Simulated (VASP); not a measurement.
Here is a VASP 6.6.1 calculation.

INCAR

```
  PREC = Accurate
  ENCUT = 520
  EDIFF = 1E-6
  ISMEAR = -1
  SIGMA = 0.02
  LREAL = False
  LASPH = True
  NELM = 100
  ALGO = Normal
  ISIF = 2
  LWAVE = False
  LCHARG = True
  GGA = PE
  LELF = True
  LVHAR = True
  NBANDS = 18
```

Contents of KPOINTS:

```
Automatic mesh
0
Gamma
  6 6 6
```

The input POSCAR:

```
PtSe2
1.0
    0.0000000000      3.1308957809      3.1308957809
    3.1308957809      0.0000000000      3.1308957809
    3.1308957809      3.1308957809      0.0000000000
Pt Se
1 2
Direct
    0.0000000000      0.0000000000      0.0000000000
    0.2500000000      0.2500000000      0.2500000000
    0.7500000000      0.7500000000      0.7500000000
```

Potentials or basis: VASP PAW PBE potentials, release 64 (Pt, Se).

Command:

```sh
$ cat potpaw_PBE.64/Pt/POTCAR potpaw_PBE.64/Se/POTCAR > POTCAR
$ mpirun -np 1 vasp_std > vasp.out
```

(1) Estimate the band gap on the k mesh.

(2) What does it give for the pressure?

Answers

(1) zero (band 11 reaches 7.40 eV, above the bottom of band 12 at 6.94 eV).

(2) 1.6 GPa.

Caveat: spin-orbit coupling is left out, which moves the levels of the heavy elements.
